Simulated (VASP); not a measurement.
# AlGa3Sb2 (P6/mmm) in VASP: notebook

AlGa3Sb2 is run at these levels: PBE; tasks: single point.

Program: VASP 6.6.1. These are calculated values, not measurements. Logs are shortened: lines on timing, memory, paths and dates and some standing lists are left out, and cuts for length are marked.

**1. The cell of the first run**

Symmetry: P6/mmm, No. 191, hexagonal system. Conventional cell: a = 4.824 Å, b = 4.824 Å, c = 8.040 Å, α = 90.00°, β = 90.00°, γ = 120.00°. Within 3.2 Å of Al (site symmetry 6/mmm) lie 6 Ga at 2.41 Å and 2 Sb at 2.67 Å. Ga (site symmetry mmm) has 4 Ga at 2.41 Å and 2 Al at 2.41 Å within 3.2 Å. Sb (site symmetry 6mm) has 1 Al at 2.67 Å and 1 Sb at 2.69 Å within 3.5 Å.

**2. Single point, PBE**

INCAR

```
SYSTEM = AlGa3Sb2
PREC     = Accurate       ! precision mode
ENCUT    = 520            ! plane-wave cutoff, eV
EDIFF    = 1E-6           ! SCF threshold, eV
ISMEAR   = 0              ! smearing method
SIGMA    = 0.1            ! smearing width, eV
LREAL    = .FALSE.        ! projectors in reciprocal space
LASPH    = .TRUE.         ! aspherical terms in the spheres
NELM     = 100            ! most SCF steps
ALGO     = Fast           ! electronic algorithm
ISIF     = 2              ! what is computed and relaxed
LWAVE    = .FALSE.        ! write WAVECAR
LCHARG   = .TRUE.         ! write CHGCAR
GGA      = PE             ! functional
LELF     = .TRUE.         ! ELF
LVHAR    = .TRUE.       
NBANDS   = 35             ! bands
```

KPOINTS

```
Automatic mesh
0
G
  6 6 2
  0 0 0
```

POSCAR

```
AlGa3Sb2
1.0
    4.8238924900      0.0000000000      0.0000000000
   -2.4119462400      4.1776134400      0.0000000000
    0.0000000000      0.0000000000      8.0397122800
Al Ga Sb
1 3 2
Direct
    0.0000000000      0.0000000000      0.5000000000
    0.5000000000      0.0000000000      0.5000000000
    0.0000000000      0.5000000000      0.5000000000
    0.5000000000      0.5000000000      0.5000000000
    0.0000000000      0.0000000000      0.8324159000
    0.0000000000      0.0000000000      0.1675841000
```

Potentials or basis: VASP PAW PBE potentials, release 64 (Al, Ga_d, Sb).

Run with:

```bash
$ cat potpaw_PBE.64/Al/POTCAR potpaw_PBE.64/Ga_d/POTCAR potpaw_PBE.64/Sb/POTCAR > POTCAR
$ mpirun -np 1 vasp_std > vasp.out
```

OUTCAR:

```text
SYSTEM = AlGa3Sb2
   PREC = Accurate
   ENCUT = 520
   EDIFF = 1E-6
   ISMEAR = 0
   LREAL = .FALSE.
   LASPH = .TRUE.
   NELM = 100
   ISIF = 2
   GGA = PE

 ion  position               nearest neighbor table
   1  0.000  0.000  0.500-   3 2.41   3 2.41   2 2.41   2 2.41   4 2.41   4 2.41   6 2.67   5 2.67

   2  0.500  0.000  0.500-   4 2.41   4 2.41   1 2.41   1 2.41   3 2.41   3 2.41
   3  0.000  0.500  0.500-   1 2.41   1 2.41   4 2.41   4 2.41   2 2.41   2 2.41
   4  0.500  0.500  0.500-   2 2.41   2 2.41   3 2.41   3 2.41   1 2.41   1 2.41
   5  0.000  0.000  0.832-   1 2.67   6 2.69
   6  0.000  0.000  0.168-   1 2.67   5 2.69

  LATTYP: Found a hexagonal cell.
 ALAT       =     4.8238924900
 C/A-ratio  =     1.6666441669

  Lattice vectors:

 A1 = (   4.8238924900,   0.0000000000,   0.0000000000)
 A2 = (  -2.4119462400,   4.1776134400,   0.0000000000)
 A3 = (   0.0000000000,   0.0000000000,   8.0397122800)

Analysis of symmetry for initial positions (statically):
=====================================================================
 Subroutine PRICEL returns:
 Original cell was already a primitive cell.

 Routine SETGRP: Setting up the symmetry group for a
 hexagonal supercell.

 Subroutine GETGRP returns: Found 24 space group operations
 (whereof 24 operations were pure point group operations)
 out of a pool of 24 trial point group operations.

The static configuration has the point symmetry D_6h.

Analysis of symmetry for dynamics (positions and initial velocities):
=====================================================================
 Subroutine PRICEL returns:
 Original cell was already a primitive cell.

 Routine SETGRP: Setting up the symmetry group for a
 hexagonal supercell.

 Subroutine GETGRP returns: Found 24 space group operations
 (whereof 24 operations were pure point group operations)
 out of a pool of 24 trial point group operations.

The dynamic configuration has the point symmetry D_6h.

 Subroutine INISYM returns: Found 24 space group operations
 (whereof 24 operations are pure point group operations),
 and found     1 'primitive' translations

----------------------------------------------------------------------------------------

                                     Primitive cell

  volume of cell :     162.0192

  direct lattice vectors                    reciprocal lattice vectors
     4.823892490  0.000000000  0.000000000     0.207301469  0.119685559  0.000000000
    -2.411946240  4.177613440  0.000000000     0.000000000  0.239371118  0.000000000
     0.000000000  0.000000000  8.039712280     0.000000000  0.000000000  0.124382561

  length of vectors
     4.823892490  4.823892486  8.039712280     0.239371118  0.239371118  0.124382561

  position of ions in fractional coordinates (direct lattice)
     0.000000000  0.000000000  0.500000000
     0.500000000  0.000000000  0.500000000
     1.000000000  0.500000000  0.500000000
     0.500000000  0.500000000  0.500000000
     0.000000000  0.000000000  0.832415900
     0.000000000  0.000000000  0.167584100

  ion indices of the primitive-cell ions
   primitive index   ion index
                 1           1
                 2           2
                 3           3
                 4           4
                 5           5
                 6           6

----------------------------------------------------------------------------------------

 KPOINTS: Automatic mesh

Automatic generation of k-mesh.
 Grid dimensions read from file:
 generate k-points for:    6    6    2

 Generating k-lattice:

  Cartesian coordinates                     Fractional coordinates (reciprocal lattice)
     0.034550245  0.019947593  0.000000000     0.166666667 -0.000000000  0.000000000
     0.000000000  0.039895186  0.000000000     0.000000000  0.166666667  0.000000000
     0.000000000  0.000000000  0.062191280     0.000000000  0.000000000  0.500000000

  Length of vectors
     0.039895186  0.039895186  0.062191280

  Shift w.r.t. Gamma in fractional coordinates (k-lattice)
     0.000000000  0.000000000  0.000000000

 Subroutine IBZKPT returns following result:
 ===========================================

 Found     14 irreducible k-points:

 Following reciprocal coordinates:
            Coordinates               Weight
  0.000000  0.000000  0.000000      1.000000
  0.166667  0.000000  0.000000      6.000000
  0.333333  0.000000  0.000000      6.000000
  0.500000  0.000000  0.000000      3.000000
  0.166667  0.166667  0.000000      6.000000
  0.333333  0.166667  0.000000     12.000000
  0.333333  0.333333  0.000000      2.000000
  0.000000  0.000000  0.500000      1.000000
  0.166667  0.000000  0.500000      6.000000
  0.333333  0.000000  0.500000      6.000000
  0.500000  0.000000  0.500000      3.000000
  0.166667  0.166667  0.500000      6.000000
  0.333333  0.166667  0.500000     12.000000
  0.333333  0.333333  0.500000      2.000000
   k-points           NKPTS =     14   k-points in BZ     NKDIM =     14   number of bands    NBANDS=     35
   number of dos      NEDOS =    301   number of ions     NIONS =      6
   total plane-waves  NPLWV =  77760
   dimension x,y,z NGX =    36 NGY =   36 NGZ =   60
   dimension x,y,z NGXF=    72 NGYF=   72 NGZF=  120
   ions per type =               1   3   2
   NGX,Y,Z   is equivalent  to a cutoff of  12.41, 12.41, 12.41 a.u.
   NGXF,Y,Z  is equivalent  to a cutoff of  24.81, 24.81, 24.81 a.u.
 SYSTEM =  AlGa3Sb2
   PREC   = accura    normal or accurate (medium, high low for compatibility)
   ISTART =      0    job   : 0-new  1-cont  2-samecut
   ICHARG =      2    charge: 1-file 2-atom 10-const
   ISPIN  =      1    spin polarized calculation?
   LNONCOLLINEAR =      F non collinear calculations
   LSORBIT =      F    spin-orbit coupling
   LASPH  =      T    aspherical Exc in radial PAW
   ENCUT  =  520.0 eV  38.22 Ry    6.18 a.u.   8.97  8.97 14.95*2*pi/ulx,y,z
   NELM   =    100;   NELMIN=  2; NELMDL= -5     # of ELM steps
   EDIFF  = 0.1E-05   stopping-criterion for ELM
   LREAL  =      F    real-space projection
   EDIFFG = 0.1E-04   stopping-criterion for IOM
   NSW    =      0    number of steps for IOM
   IBRION =     -1    ionic relax: 0-MD 1-quasi-New 2-CG
   NFREE  =      0    steps in history (QN), initial steepest desc. (CG)
   ISIF   =      2    stress and relaxation
   ISYM   =      2    0-nonsym 1-usesym 2-fastsym
   POTIM  = 0.5000    time-step for ionic-motion
   TEBEG  =    0.0;   TEEND  =   0.0 temperature during run
   PSTRESS=    0.0 pullay stress
   NELECT =      52.0000    total number of electrons
   NUPDOWN=      -1.0000    fix difference up-down
   EMIN   =  10.00;   EMAX   =-10.00  energy-range for DOS
   EFERMI =   0.00;   METHOD = LEGACY
   ISMEAR =     0;   SIGMA  =   0.10  broadening in eV -4-tet -1-fermi 0-gaus
   EFERMI_NEDOS =   21; number of points for ismear=-14 and -15
   IALGO  =     68    algorithm
   IMIX   =      4    mixing-type and parameters
     AMIX     =   0.40;   BMIX     =  1.00
     AMIX_MAG =   1.60;   BMIX_MAG =  1.00
  volume/ion in A,a.u.               =      27.00       182.23
  Fermi-wavevector in a.u.,A,eV,Ry     =   1.120866  2.118130 17.093561  1.256341
  Thomas-Fermi vector in A             =   2.257516
   LORBIT       =      0    0 simple, 1 ext, 2 COOP (PROOUT), +10 PAW based schemes
   GGA     = PE    functional components
   LHFCALC =     F    Hartree Fock is set to
   AEXX    =    0.0000 exact exchange contribution
   IVDW    =     0    specifies the selected vdW correction
   LEPSILON=     F    determine dielectric tensor
   LRPA    =     F    only Hartree local field effects (RPA)
 non-spin polarized calculation
 RMM-DIIS sequential band-by-band and
 Gauss-broadening in eV      SIGMA  =   0.10
  energy-cutoff  :      520.00
  volume of cell :      162.02
 maximum number of plane-waves:      4389
 NGX is ok and might be reduce to    36
   NGX = 17   NGY = 17   NGZ = 29

 number of electron      51.9999978 magnetization

 Free energy of the ion-electron system (eV)
  ---------------------------------------------------
  ext. energy  EPLUGINS =         0.00000000
  ---------------------------------------------------
  free energy    TOTEN  =       -15.73327089 eV

  energy without entropy =      -15.71345680  energy(sigma->0) =      -15.72336385

 E-fermi :   4.3386     XC(G=0):  -8.8886

 val. band max:        4.3220163126   @ k =   0.0000   0.0000   0.0000
 cond. band min:       4.3723607680   @ k =   0.1667   0.0000   0.0000
 fundamental gap:      0.0503444554
 Fermi energy:         4.3386356827

 k-point     1 :       0.0000    0.0000    0.0000
  band No.  band energies     occupation
      1     -12.0229      2.00000
      2     -11.7662      2.00000
      3     -11.7662      2.00000
      4     -11.5964      2.00000
      5     -11.5418      2.00000
      6     -11.3338      2.00000
[... 27 lines left out ...]
     34       8.4805      0.00000
     35      11.2036      0.00000

 k-point     2 :       0.1667    0.0000    0.0000
  band No.  band energies     occupation
      1     -11.9611      2.00000
      2     -11.7501      2.00000
      3     -11.7012      2.00000
      4     -11.5552      2.00000
      5     -11.5142      2.00000
      6     -11.3313      2.00000
[... 27 lines left out ...]
     34       9.1812      0.00000
     35      11.0677      0.00000

 k-point     3 :       0.3333    0.0000    0.0000
  band No.  band energies     occupation
      1     -11.8362      2.00000
      2     -11.6855      2.00000
      3     -11.5214      2.00000
      4     -11.4511      2.00000
      5     -11.4396      2.00000
      6     -11.3104      2.00000
[... 27 lines left out ...]
     34       9.0765      0.00000
     35      10.6288      0.00000

 k-point     4 :       0.5000    0.0000    0.0000
  band No.  band energies     occupation
      1     -11.7951      2.00000
      2     -11.5740      2.00000
      3     -11.4195      2.00000
      4     -11.3357      2.00000
      5     -11.3078      2.00000
      6     -11.2955      2.00000
[... 27 lines left out ...]
     34       9.1840      0.00000
     35       9.5496      0.00000

 k-point     5 :       0.1667    0.1667    0.0000
  band No.  band energies     occupation
      1     -11.8528      2.00000
      2     -11.7168      2.00000
      3     -11.5984      2.00000
      4     -11.4652      2.00000
      5     -11.4643      2.00000
      6     -11.3272      2.00000
[... 258 lines left out ...]
 k-point    12 :       0.1667    0.1667    0.5000
  band No.  band energies     occupation
      1     -11.8528      2.00000
      2     -11.7168      2.00000
      3     -11.5984      2.00000
      4     -11.4652      2.00000
      5     -11.4642      2.00000
      6     -11.3273      2.00000
[... 27 lines left out ...]
     34       9.5004      0.00000
     35       9.5178      0.00000

 k-point    13 :       0.3333    0.1667    0.5000
  band No.  band energies     occupation
      1     -11.7381      2.00000
      2     -11.6142      2.00000
      3     -11.4540      2.00000
      4     -11.4018      2.00000
      5     -11.3204      2.00000
      6     -11.2991      2.00000
[... 27 lines left out ...]
     34       9.4893      0.00000
     35      10.4728      0.00000

 k-point    14 :       0.3333    0.3333    0.5000
  band No.  band energies     occupation
      1     -11.6047      2.00000
      2     -11.5218      2.00000
      3     -11.5218      2.00000
      4     -11.3868      2.00000
      5     -11.3868      2.00000
      6     -11.3184      2.00000
[... 27 lines left out ...]
     34      10.2589      0.00000
     35      10.7052      0.00000

------------------------ aborting loop because EDIFF is reached ----------------------------------------

  FORCE on cell =-STRESS in cart. coord.  units (eV):
  Direction    XX          YY          ZZ          XY          YZ          ZX
  --------------------------------------------------------------------------------------
  -------------------------------------------------------------------------------------
  Total       17.4810471     17.4810471      4.9436217      0.0000000      0.0000000      0.0000000
  in kB      172.8668215    172.8668214     48.8865546      0.0000002      0.0000000      0.0000000
  external PRESSURE =     131.5400659 kB  Pullay stress =       0.0000000 kB

 VOLUME and BASIS-vectors are now :
 -----------------------------------------------------------------------------
  energy-cutoff  :      520.00
  volume of cell :      162.02
      direct lattice vectors                 reciprocal lattice vectors
     4.823892490  0.000000000  0.000000000     0.207301469  0.119685559  0.000000000
    -2.411946240  4.177613440  0.000000000     0.000000000  0.239371118  0.000000000
     0.000000000  0.000000000  8.039712280     0.000000000  0.000000000  0.124382561

 POSITION                                       TOTAL-FORCE (eV/Angst)
 -----------------------------------------------------------------------------------
      0.00000      0.00000      4.01986        -0.000000     -0.000000      0.000000
      2.41195      0.00000      4.01986        -0.000000     -0.000000      0.000000
     -1.20597      2.08881      4.01986        -0.000000     -0.000000      0.000000
      1.20597      2.08881      4.01986        -0.000000     -0.000000      0.000000
      0.00000      0.00000      6.69238         0.000000      0.000000      0.042363
      0.00000      0.00000      1.34733        -0.000000     -0.000000     -0.042363
 -----------------------------------------------------------------------------------
    total drift:                                0.000000      0.000000      0.000000

  FREE ENERGIE OF THE ION-ELECTRON SYSTEM (eV)
  ---------------------------------------------------
  free  energy   TOTEN  =       -15.7332708928 eV

  energy  without entropy=      -15.7134568007  energy(sigma->0) =      -15.72336385
```

Wall time 84 s (1 thread of Intel Xeon Platinum 8259CL at 2.50GHz (Skylake/Cascade Lake), shared host); peak memory 0.3 GiB.

What came out:

```yaml
Free_energy: -15.7333 eV
Pressure: 13.2 GPa
Largest_force: 0.042 eV/Å
Band_gap_on_the_k_mesh: zero (band 26 reaches 4.94 eV, above the bottom of band 27 at 3.74 eV)
```

Forces on the atoms (eV/Å):
```
Al   0.000  0.000  0.000
Ga   0.000  0.000  0.000
Ga   0.000  0.000  0.000
Ga   0.000  0.000  0.000
Sb   0.000  0.000  0.042
Sb   0.000  0.000 -0.042
```

Levels at points of the mesh, in eV from the Fermi level:
```csv
k point,band 22,band 23,band 24,band 25,band 26,band 27,band 28,band 29,band 30,band 31
"(0.00, 0.00, 0.00)",-3.16,-2.36,-2.36,-2.07,-0.02,-0.02,0.79,0.79,0.83,1.91
"(0.50, 0.00, 0.00)",-2.69,-1.93,-1.18,-0.46,-0.39,-0.09,2.00,2.41,2.44,3.55
"(0.00, 0.00, 0.50)",-4.07,-2.36,-2.36,-1.01,-0.60,-0.60,0.30,1.81,1.81,3.69
"(0.50, 0.00, 0.50)",-3.96,-3.24,-1.21,-0.13,0.30,1.31,1.38,2.44,2.89,3.39
```

Caveat: the k points lie up to 0.39 Å⁻¹ apart; spin-orbit coupling is left out, which moves the levels of the heavy elements.

[end of part 1 of 2]
